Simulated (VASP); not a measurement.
# Au in VASP: further runs

The runs below take Au through single point, with revPBE.

Program: VASP 6.6.1. These are calculated values, not measurements. Logs are shortened: lines on timing, memory, paths and dates and some standing lists are left out, and cuts for length are marked.

## 1. The cell of the first run

The typed cell holds 2 atoms: a = 5.036 Å, b = 5.036 Å, c = 3.019 Å, α = 90.00°, β = 90.00°, γ = 145.90°.

## 2. Single point, revPBE (21.47 Å³/atom)

INCAR reads:

```
PREC = Accurate ; ENCUT = 520
EDIFF = 1E-7 ; ISMEAR = -1
SIGMA = 0.1 ; LREAL = False
LASPH = True ; NELM = 80
ALGO = Normal ; ISIF = 2
LWAVE = False ; LCHARG = True
GGA = RE ; LELF = True
LVHAR = True ; NBANDS = 18
```

KPOINTS reads:

```
regular mesh
0
Gamma
  13 13 12
```

POSCAR reads:

```
Au
1.0
   -3.1843948267      3.6249695131      1.4435573553
    3.6249695131     -3.1843948267      1.4435573553
    2.0871095806      2.0871095806     -0.6366440103
Au
2
Direct
    0.0075288316      0.9924711684      0.0000000000
    0.7424711684      0.2575288316      0.5000000000
```

Potentials or basis: VASP PAW PBE potentials, release 64 (Au).

On the command line:

```sh
> cat potpaw_PBE.64/Au/POTCAR > POTCAR
> mpirun -np 1 vasp_std > vasp.out
```

OUTCAR:

```text
PREC = Accurate
   ENCUT = 520
   EDIFF = 1E-7
   ISMEAR = -1
   LREAL = False
   LASPH = True
   NELM = 80
   ISIF = 2
   GGA = RE

 ion  position               nearest neighbor table
   1  0.008  0.992  0.000-   2 2.97   2 2.97   2 3.09   2 3.09   2 3.10   2 3.10
   2  0.742  0.258  0.500-   1 2.97   1 2.97   1 3.09   1 3.09   1 3.10   1 3.10

  LATTYP: Found a base centered monoclinic cell.
 ALAT       =     2.9535814634
 B/A-ratio  =     3.2604130003
 C/A-ratio  =     1.0223175067
 COS(beta)  =    -0.0001111206

  Lattice vectors:

 A1 = (   3.1843948267,  -3.6249695131,  -1.4435573553)
 A2 = (  -3.6249695131,   3.1843948267,  -1.4435573553)
 A3 = (   2.0871095806,   2.0871095806,  -0.6366440103)

Analysis of symmetry for initial positions (statically):
=====================================================================
 Subroutine PRICEL returns:
 Original cell was already a primitive cell.

 Routine SETGRP: Setting up the symmetry group for a
 base centered monoclinic supercell.

 Subroutine GETGRP returns: Found  4 space group operations
 (whereof  2 operations were pure point group operations)
 out of a pool of  4 trial point group operations.

The static configuration has the point symmetry C_2 .
 The point group associated with its full space group is C_2h.

Analysis of symmetry for dynamics (positions and initial velocities):
=====================================================================
 Subroutine PRICEL returns:
 Original cell was already a primitive cell.

 Routine SETGRP: Setting up the symmetry group for a
 base centered monoclinic supercell.

 Subroutine GETGRP returns: Found  4 space group operations
 (whereof  2 operations were pure point group operations)
 out of a pool of  4 trial point group operations.

The dynamic configuration has the point symmetry C_2 .
 The point group associated with its full space group is C_2h.

 Subroutine INISYM returns: Found  4 space group operations
 (whereof  2 operations are pure point group operations),
 and found     1 'primitive' translations

----------------------------------------------------------------------------------------

                                     Primitive cell

  volume of cell :      42.9413

  direct lattice vectors                    reciprocal lattice vectors
    -3.184394827  3.624969513  1.443557355    -0.022950779  0.123905807  0.330960792
     3.624969513 -3.184394827  1.443557355     0.123905807 -0.022950779  0.330960792
     2.087109581  2.087109581 -0.636644010     0.228910302  0.228910302 -0.069863580

  length of vectors
     5.036331226  5.036331226  3.019498038     0.354139002  0.354139002  0.331180876

  position of ions in fractional coordinates (direct lattice)
     0.007528832  0.992471168  1.000000000
     0.742471168  0.257528832  0.500000000

  ion indices of the primitive-cell ions
   primitive index   ion index
                 1           1
                 2           2

----------------------------------------------------------------------------------------

 KPOINTS: regular mesh

Automatic generation of k-mesh.
 Grid dimensions read from file:
 generate k-points for:   13   13   12

 Generating k-lattice:

  Cartesian coordinates                     Fractional coordinates (reciprocal lattice)
    -0.001765445  0.009531216  0.025458522     0.076923077 -0.000000000  0.000000000
     0.009531216 -0.001765445  0.025458522    -0.000000000  0.076923077  0.000000000
     0.019075859  0.019075859 -0.005821965     0.000000000  0.000000000  0.083333333

  Length of vectors
     0.027241462  0.027241462  0.027598406

  Shift w.r.t. Gamma in fractional coordinates (k-lattice)
     0.000000000  0.000000000  0.000000000

 Subroutine IBZKPT returns following result:
 ===========================================

 Found    553 irreducible k-points:

 Following reciprocal coordinates:
            Coordinates               Weight
  0.000000  0.000000  0.000000      1.000000
  0.076923  0.000000  0.000000      4.000000
  0.153846  0.000000  0.000000      4.000000
  0.230769  0.000000  0.000000      4.000000
  0.307692  0.000000  0.000000      4.000000
  0.384615  0.000000  0.000000      4.000000
[... 16 lines left out ...]
  0.384615  0.153846  0.000000      4.000000
  0.461538  0.153846  0.000000      4.000000
 [... further k-points ...]
   k-points           NKPTS =    553   k-points in BZ     NKDIM =    553   number of bands    NBANDS=     18
   number of dos      NEDOS =    301   number of ions     NIONS =      2
   total plane-waves  NPLWV =  38400
   dimension x,y,z NGX =    40 NGY =   40 NGZ =   24
   dimension x,y,z NGXF=    80 NGYF=   80 NGZF=   48
   ions per type =               2
   NGX,Y,Z   is equivalent  to a cutoff of  13.20, 13.20, 13.21 a.u.
   NGXF,Y,Z  is equivalent  to a cutoff of  26.41, 26.41, 26.43 a.u.
 SYSTEM =  unknown system
   PREC   = accura    normal or accurate (medium, high low for compatibility)
   ISTART =      0    job   : 0-new  1-cont  2-samecut
   ICHARG =      2    charge: 1-file 2-atom 10-const
   ISPIN  =      1    spin polarized calculation?
   LNONCOLLINEAR =      F non collinear calculations
   LSORBIT =      F    spin-orbit coupling
   LASPH  =      T    aspherical Exc in radial PAW
   ENCUT  =  520.0 eV  38.22 Ry    6.18 a.u.   9.36  9.36  5.61*2*pi/ulx,y,z
   NELM   =     80;   NELMIN=  2; NELMDL= -5     # of ELM steps
   EDIFF  = 0.1E-06   stopping-criterion for ELM
   LREAL  =      F    real-space projection
   EDIFFG = 0.1E-05   stopping-criterion for IOM
   NSW    =      0    number of steps for IOM
   IBRION =     -1    ionic relax: 0-MD 1-quasi-New 2-CG
   NFREE  =      0    steps in history (QN), initial steepest desc. (CG)
   ISIF   =      2    stress and relaxation
   ISYM   =      2    0-nonsym 1-usesym 2-fastsym
   POTIM  = 0.5000    time-step for ionic-motion
   TEBEG  =    0.0;   TEEND  =   0.0 temperature during run
   PSTRESS=    0.0 pullay stress
   NELECT =      22.0000    total number of electrons
   NUPDOWN=      -1.0000    fix difference up-down
   EMIN   =  10.00;   EMAX   =-10.00  energy-range for DOS
   EFERMI =   0.00;   METHOD = LEGACY
   ISMEAR =    -1;   SIGMA  =   0.10  broadening in eV -4-tet -1-fermi 0-gaus
   EFERMI_NEDOS =   21; number of points for ismear=-14 and -15
   IALGO  =     38    algorithm
   IMIX   =      4    mixing-type and parameters
     AMIX     =   0.40;   BMIX     =  1.00
     AMIX_MAG =   1.60;   BMIX_MAG =  1.00
  volume/ion in A,a.u.               =      21.47       144.89
  Fermi-wavevector in a.u.,A,eV,Ry     =   1.309958  2.475461 23.347453  1.715989
  Thomas-Fermi vector in A             =   2.440521
   LORBIT       =      0    0 simple, 1 ext, 2 COOP (PROOUT), +10 PAW based schemes
   GGA     = RE    functional components
   LHFCALC =     F    Hartree Fock is set to
   AEXX    =    0.0000 exact exchange contribution
   IVDW    =     0    specifies the selected vdW correction
   LEPSILON=     F    determine dielectric tensor
   LRPA    =     F    only Hartree local field effects (RPA)
 non-spin polarized calculation
  energy-cutoff  :      520.00
  volume of cell :       42.94
 maximum number of plane-waves:      1176
 NGX is ok and might be reduce to    40
   NGX = 19   NGY = 19   NGZ = 11

 number of electron      22.0000002 magnetization

 Free energy of the ion-electron system (eV)
  ---------------------------------------------------
  ext. energy  EPLUGINS =         0.00000000
  ---------------------------------------------------
  free energy    TOTEN  =        -5.23343100 eV

  energy without entropy =       -5.21290558  energy(sigma->0) =       -5.22316829

 E-fermi :   6.1525     XC(G=0): -11.2380

 val. band max:        6.1322379791   @ k =  -0.3077   0.3077   0.5000
 cond. band min:       6.1542347627   @ k =   0.0769  -0.0000   0.5000
 fundamental gap:      0.0219967836
 Fermi energy:         6.1524762778

 k-point     1 :       0.0000    0.0000    0.0000
  band No.  band energies     occupation
      1      -1.5190      2.00000
      2       0.7156      2.00000
      3       1.1852      2.00000
      4       1.6110      2.00000
      5       2.4280      2.00000
      6       2.8457      2.00000
[... 10 lines left out ...]
     17      21.3895      0.00000
     18      22.2903      0.00000

 k-point     2 :       0.0769    0.0000    0.0000
  band No.  band energies     occupation
      1      -1.3893      2.00000
      2       0.7654      2.00000
      3       1.2885      2.00000
      4       1.6953      2.00000
      5       2.4513      2.00000
      6       2.8436      2.00000
[... 10 lines left out ...]
     17      21.5462      0.00000
     18      22.8670      0.00000

 k-point     3 :       0.1538    0.0000    0.0000
  band No.  band energies     occupation
      1      -1.0209      2.00000
      2       0.8836      2.00000
      3       1.5866      2.00000
      4       1.9525      2.00000
      5       2.5153      2.00000
      6       2.8410      2.00000
[... 10 lines left out ...]
     17      21.8533      0.00000
     18      22.8424      0.00000

 k-point     4 :       0.2308    0.0000    0.0000
  band No.  band energies     occupation
      1      -0.4868      2.00000
      2       1.0251      2.00000
      3       2.0006      2.00000
      4       2.2216      2.00000
      5       2.5838      2.00000
      6       2.6016      2.00000
[... 375 lines left out ...]
      4       2.3472      2.00000
      5       2.6527      2.00000
      6       2.6858      2.00000
[... 10 lines left out ...]
     17      21.6619      0.00000
     18      21.7854      0.00000

 k-point    23 :       0.3846    0.1538    0.0000
  band No.  band energies     occupation
      1       0.6670      2.00000
      2       1.1434      2.00000
      3       1.8913      2.00000
      4       2.3953      2.00000
      5       2.6968      2.00000
      6       2.7962      2.00000
[... 10 lines left out ...]
     17      21.2689      0.00000
     18      22.2093      0.00000

 k-point    24 :       0.4615    0.1538    0.0000
  band No.  band energies     occupation
      1       0.6648      2.00000
      2       1.0574      2.00000
      3       1.8808      2.00000
      4       2.4116      2.00000
      5       2.7837      2.00000
      6       2.8714      2.00000
[... 10 lines left out ...]
     17      21.5481      0.00000
     18      21.6466      0.00000

 [... further k-points ...]
[... 5 lines left out ...]
  --------------------------------------------------------------------------------------
  -------------------------------------------------------------------------------------
  Total       -2.6252979     -2.6252979     -2.2721964     -0.0880055      0.0704510      0.0704511
  in kB      -97.9521342    -97.9521342    -84.7776114     -3.2835618      2.6285895      2.6285929
  external PRESSURE =     -93.5606266 kB  Pullay stress =       0.0000000 kB

 VOLUME and BASIS-vectors are now :
 -----------------------------------------------------------------------------
  energy-cutoff  :      520.00
  volume of cell :       42.94
      direct lattice vectors                 reciprocal lattice vectors
    -3.184394827  3.624969513  1.443557355    -0.022950779  0.123905807  0.330960792
     3.624969513 -3.184394827  1.443557355     0.123905807 -0.022950779  0.330960792
     2.087109581  2.087109581 -0.636644010     0.228910302  0.228910302 -0.069863580

 POSITION                                       TOTAL-FORCE (eV/Angst)
 -----------------------------------------------------------------------------------
      3.57370     -3.13313      1.44356        -0.036182      0.036182      0.000000
     -0.38723      2.91492      1.12524         0.036182     -0.036182     -0.000000
 -----------------------------------------------------------------------------------
    total drift:                               -0.000000     -0.000000      0.000000

  FREE ENERGIE OF THE ION-ELECTRON SYSTEM (eV)
  ---------------------------------------------------
  free  energy   TOTEN  =        -5.2334309963 eV

  energy  without entropy=       -5.2129055799  energy(sigma->0) =       -5.22316829
```

Run time: 9.3 min. Hardware: 1 thread of Intel Xeon 8259CL, shared host; peak memory 0.47 GiB.

What came out:

```
Free energy            : -5.2334 eV
Pressure               : -9.4 GPa
Largest force          : 0.051 eV/Å
Band gap on the k mesh : zero (bands 11 and 12 overlap by 5.34 eV)
```

Forces on the atoms (eV/Å):
```
Au  -0.036  0.036  0.000
Au   0.036 -0.036  0.000
```

Levels at points of the mesh, in eV from the Fermi level:
```tsv
k point	band 8	band 9	band 10	band 11	band 12	band 13	band 14	band 15
(0.00, 0.00, 0.00)	-2.40	-2.15	-1.98	-1.53	0.70	2.88	10.43	13.83
(0.00, 0.00, 0.50)	-3.28	-1.97	-1.97	-0.07	-0.07	5.89	5.89	8.13
```

Caveat: the cell stands under tension; the PAW data sets were made with another functional, which shifts forces and pressure a little; spin-orbit coupling is left out, which moves the levels of the heavy elements.

## 3. Single point, revPBE

This run uses another cell than the first one, of 19.17 Å³/atom.

INCAR reads:

```
SYSTEM = Au
ALGO = Normal
EDIFF = 1E-6
ENCUT = 520
GGA = RE
ISIF = 2
ISMEAR = -1
ISYM = 0
LASPH = .True.
LCHARG = .False.
LREAL = .False.
LWAVE = .False.
NBANDS = 18
NELM = 60
PREC = Accurate
SIGMA = 0.1
```

KPOINTS reads:

```
k-points
0
Gamma
  13 13 9
  0 0 0
```

POSCAR reads:

```
Au
1.0
   -3.0663441924      3.4905860671      1.3900423641
    3.4905860671     -3.0663441924      1.3900423641
    2.0097370740      2.0097370740     -0.6130425937
Au
2
Direct
    0.0075288316      0.9924711684      0.0000000000
    0.7424711684      0.2575288316      0.5000000000
```

Potentials or basis: VASP PAW PBE potentials, release 64 (Au).

On the command line:

```sh
> cat potpaw_PBE.64/Au/POTCAR > POTCAR
> mpirun -np 1 vasp_std > vasp.out
```

It took 9 min on 1 thread of Intel Xeon 8259CL, shared host; peak memory 0.53 GiB.

Results (log left out):

| Property | Result |
| --- | --- |
| Free energy | -5.3903 eV |
| Pressure | -0.2 GPa |
| Band gap on the k mesh | zero (bands 11 and 12 overlap by 4.92 eV) |

Forces on the atoms (eV/Å):
```
Au  -0.002  0.002  0.000
Au   0.002 -0.002  0.000
```

Levels at points of the mesh, in eV from the Fermi level:
| k point | band 9 | band 10 | band 11 | band 12 | band 13 | band 14 |
| --- | --- | --- | --- | --- | --- | --- |
| (0.00, 0.00, 0.00) | -2.21 | -1.99 | -1.46 | 0.38 | 3.51 | 10.92 |

Caveat: the PAW data sets were made with another functional, which shifts forces and pressure a little; spin-orbit coupling is left out, which moves the levels of the heavy elements.

The gap in the log of VASP goes by the Fermi energy; the results here count the filled bands.